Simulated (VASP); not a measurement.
A run of VASP 6.6.1 is set up as follows.

INCAR

```
SYSTEM = Co
  ALGO = Normal
  EDIFF = 1E-7
  ENCUT = 520
  GGA = PS
  ISIF = 2
  ISMEAR = -1
  ISPIN = 2
  LASPH = .True.
  LCHARG = .False.
  LMAXMIX = 4
  LORBIT = 11
  LREAL = .False.
  LWAVE = .False.
  MAGMOM = 0.68 -2.21
  NBANDS = 20
  NELM = 150
  PREC = Accurate
  SIGMA = 0.05
```

File KPOINTS:

```
k-points
0
Gamma
  12 12 7
  0 0 0
```

The input POSCAR:

```
Co
1.0
    2.4873648738      0.0000000000      0.0000000000
   -1.2436824369      2.1541211692      0.0000000000
    0.0000000000      0.0000000000      4.0632895034
Co
2
Direct
    0.3333333333      0.6666666667      0.7401390000
    0.6666666667      0.3333333333      0.2598610000
```

Potentials or basis: VASP PAW PBE potentials, release 64 (Co).

Launch:

```console
$ cat potpaw_PBE.64/Co/POTCAR > POTCAR
$ mpirun -np 1 vasp_std > vasp.out
```

(1) Predict the band gap on the k mesh.

(2) What does it give for the pressure?

(3) What does it give for the net moment?

Results:

(1) zero (filled and empty bands overlap).

(2) -17.0 GPa.

(3) 0.00 μB per cell.

Caveat: the cell stands under tension; the PAW data sets were made with another functional, which shifts forces and pressure a little.
